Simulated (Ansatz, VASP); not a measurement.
**Two plane-wave programs on Sc**

```
CELL_PARAMETERS angstrom
3.37390 0.00000 0.00000
-1.68695 2.92188 0.00000
0.00000 0.00000 5.37672
ATOMIC_POSITIONS crystal
Sc 0.66667 0.33333 0.75000
Sc 0.33333 0.66667 0.25000
```

Alike in both runs: task single point; functional LDA; k mesh 9 × 9 × 5; occupations fermi-dirac, width 0.05 eV; no spin polarisation.

```csv
,VASP,Ansatz
version,VASP 6.6.1,Ansatz 0.2.0
potentials or method,"VASP PAW LDA potentials, release 64 (Sc_sv)",Ansatz PAW
plane-wave cutoff (eV),520,420
valence electrons in the cell,22,22
```

|  | VASP | Ansatz | Ansatz less VASP |
| --- | --- | --- | --- |
| gap on the k mesh at the Fermi level (eV) | none | none | - |
| pressure (GPa) | -7.5 | -7.5 | -0.03 |
| traceless stress, the component that is largest in VASP (GPa) | -0.97 | -0.97 | +0.001 |

LDA's correlation is that of Perdew and Zunger in VASP and of Perdew and Wang (1992) in Ansatz. A gap of «none» marks a metal or a gap that the smearing closes.
